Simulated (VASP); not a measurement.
Wanted: the native input for a VASP 6.6.1 run.

| Item | Value |
| --- | --- |
| Task | single point |
| Functional | LDA |
| Potentials or basis | VASP PAW LDA potentials, release 64 (Zr_sv, Cu) |
| Cutoff | 520 eV |
| k mesh | 11 × 11 × 11 |
| Occupations | fermi-dirac, width 0.05 eV |
| Spin | no spin polarisation |
| Dipole correction | no |
| Further INCAR settings | ALGO = Normal; EDIFF = 1e-06; NBANDS = 18 |

The structure of ZrCu lies in POSCAR:

```
ZrCu
1.0
    2.7434032777      0.0000000000      0.0000000000
    0.0000000000      2.7434032777      0.0000000000
    0.0000000000      0.0000000000      2.7434032777
Zr Cu
1 1
Direct
    0.5000000000      0.5000000000      0.5000000000
    0.0000000000      0.0000000000      0.0000000000
```

The input as run:

INCAR

```
SYSTEM = ZrCu
  PREC = Accurate
  ENCUT = 520
  EDIFF = 1E-6
  ISMEAR = -1
  SIGMA = 0.05
  LREAL = .FALSE.
  LASPH = .TRUE.
  NELM = 100
  ALGO = Normal
  ISIF = 2
  LWAVE = .FALSE.
  LCHARG = .FALSE.
  GGA = CA
  NBANDS = 18
```

KPOINTS

```
regular mesh
0
G
  11 11 11
  0 0 0
```

Potentials or basis: VASP PAW LDA potentials, release 64 (Zr_sv, Cu).

The run is started by

```bash
$ cat potpaw_LDA.64/Zr_sv/POTCAR potpaw_LDA.64/Cu/POTCAR > POTCAR
$ mpirun -np 1 vasp_std > vasp.out
```

It gave:

```yaml
Pressure: 161.2 GPa
Band_gap_on_the_k_mesh: zero (an odd number of electrons rules out a gap without spin polarisation)
```

Caveat: the cell stands under pressure.

It took 30 s on 1 thread of Intel Xeon 8259CL, on a shared host, peak memory 0.13 GiB.
